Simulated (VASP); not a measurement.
A run of VASP 6.6.1 is set up as follows.

The input INCAR:

```
SYSTEM = BN
PREC = Accurate
ENCUT = 520
EDIFF = 1E-7
ISMEAR = 0
SIGMA = 0.01
LREAL = .FALSE.
LASPH = .TRUE.
NELM = 80
ALGO = Normal
ISIF = 2
LWAVE = .FALSE.
LCHARG = .TRUE.
GGA = PE
LELF = .TRUE.
LVHAR = .TRUE.
NBANDS = 26
```

File KPOINTS:

```
Automatic mesh
0
G
  3 3 3
  0 0 0
```

File POSCAR:

```
BN
1.0
    3.6241103833      0.0000000000      0.0000000000
    0.0000000000      0.0000000000     -3.6241103833
    0.0000000000      3.6241103833      0.0000000000
B N
4 4
Direct
    0.0000000000      0.0000000000      0.0000000000
    0.0000000000      0.5000000000      0.5000000000
    0.5000000000      0.0000000000      0.5000000000
    0.5000000000      0.5000000000      0.0000000000
    0.2500000000      0.2500000000      0.7500000000
    0.2500000000      0.7500000000      0.2500000000
    0.7500000000      0.2500000000      0.2500000000
    0.7500000000      0.7500000000      0.7500000000
```

Potentials or basis: VASP PAW PBE potentials, release 64 (B, N).

The run is started by

```bash
$ cat potpaw_PBE.64/B/POTCAR potpaw_PBE.64/N/POTCAR > POTCAR
$ mpirun -np 1 vasp_std > vasp.out
```

Estimate the pressure.

0.5 GPa.

What does it give for the band gap on the k mesh?

4.45 eV.

Caveat: the k points lie up to 0.58 Å⁻¹ apart. PBE gaps usually lie below the measured ones, often by a third to a half.
